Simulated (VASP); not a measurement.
# NaCl: single point with LDA

Crystal: NaCl.

```xyz
2
Lattice="0.0000 2.7935 2.7935 2.7935 0.0000 2.7935 2.7935 2.7935 0.0000" Properties=species:S:1:pos:R:3 pbc="T T T"
Na    0.0000    0.0000    0.0000
Cl    2.7935    2.7935    2.7935
```

- Program: VASP 6.6.1
- Task: single point
- Functional: LDA
- Potentials or basis: VASP PAW LDA potentials, release 64 (Na_pv, Cl)
- Cutoff: 500 eV
- k mesh: 8 × 8 × 8
- Occupations: fermi-dirac, width 0.03 eV
- Spin: no spin polarisation

- Pressure: -1.8 GPa
- Band gap on the k mesh: 4.81 eV

Levels at points of the mesh, in eV from the valence-band top:
| k point | band 5 | band 6 | band 7 | band 8 | band 9 | band 10 |
| --- | --- | --- | --- | --- | --- | --- |
| (0.00, 0.00, 0.00) | 0.00 | 0.00 | 0.00 | 4.81 | 10.87 | 10.87 |
| (0.50, 0.00, 0.00) | -2.11 | -0.29 | -0.29 | 6.94 | 10.49 | 10.74 |
| (0.50, 0.50, 0.00) | -1.82 | -0.65 | -0.65 | 7.25 | 7.71 | 11.13 |

It took 13 s on 1 thread of Intel(R) Xeon(R) Platinum 8259CL CPU @ 2.50GHz (Skylake/Cascade Lake) (shared host), peak memory 0.14 GiB.
